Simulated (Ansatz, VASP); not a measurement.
## One calculation of Tc, two programs

Contents of INCAR:

```
ALGO     = Normal         # electronic algorithm
EDIFF    = 1E-6           # SCF threshold, eV
ENCUT    = 520            # plane-wave cutoff, eV
GGA      = PE             # functional
ISIF     = 2              # what is computed and relaxed
ISMEAR   = -1             # smearing method
LASPH    = True           # aspherical terms in the spheres
LCHARG   = False          # write CHGCAR
LREAL    = False          # projectors in reciprocal space
LWAVE    = False          # write WAVECAR
NBANDS   = 20             # bands
NELM     = 60             # most SCF steps
PREC     = Accurate       # precision mode
SIGMA    = 0.08           # smearing width, eV
```

File KPOINTS:

```
k-points
0
Gamma
  13 13 7
```

Contents of POSCAR:

```
Tc
1.0
    2.7400001704      0.0000000000      0.0000000000
   -1.3700000852      2.3729097540      0.0000000000
    0.0000000000      0.0000000000      4.3980000000
Tc
2
Direct
    0.3333333333      0.6666666667      0.2500000000
    0.6666666667      0.3333333333      0.7500000000
```

Input for Ansatz:

```yaml
crystal:
  lattice:
    - [2.7400001704, 0.0, 0.0]
    - [-1.3700000852, 2.372909754, 0.0]
    - [0.0, 0.0, 4.398]
  atoms:
    - { symbol: Tc, position: [0.3333333333, 0.6666666667, 0.25] }
    - { symbol: Tc, position: [0.6666666667, 0.3333333333, 0.75] }
kpoints:
  mp_grid: { grid: [13, 13, 7] }
scf:
  occupations: { method: fermi_dirac, width: 0.08 }
hamiltonian:
  xc: pbe
  pseudopotentials: { kind: all_electron, lapw: { basis_error: 0.001 } }
output:
  forces: true
  stress: true
  eigenvalues: true
```

Alike in both runs: task single point; functional PBE; k mesh 13 × 13 × 7; occupations fermi-dirac, width 0.08 eV; no spin polarisation.

|  | VASP | Ansatz |
| --- | --- | --- |
| version | VASP 6.6.1 | Ansatz 0.2.0 |
| potentials or method | VASP PAW PBE potentials, release 64 (Tc_pv), cutoff 520 eV | all-electron LAPW, scalar-relativistic |

VASP gave:

```
pressure (GPa)                                                : 2.6
traceless stress, the component that is largest in VASP (GPa) : -0.61
```

Task: What did Ansatz give for the same quantities?

Result: Pressure (GPa): 3.3; traceless stress, the component that is largest in VASP (GPa): -0.59.

Ansatz ran all-electron here, and VASP with PAW potentials.
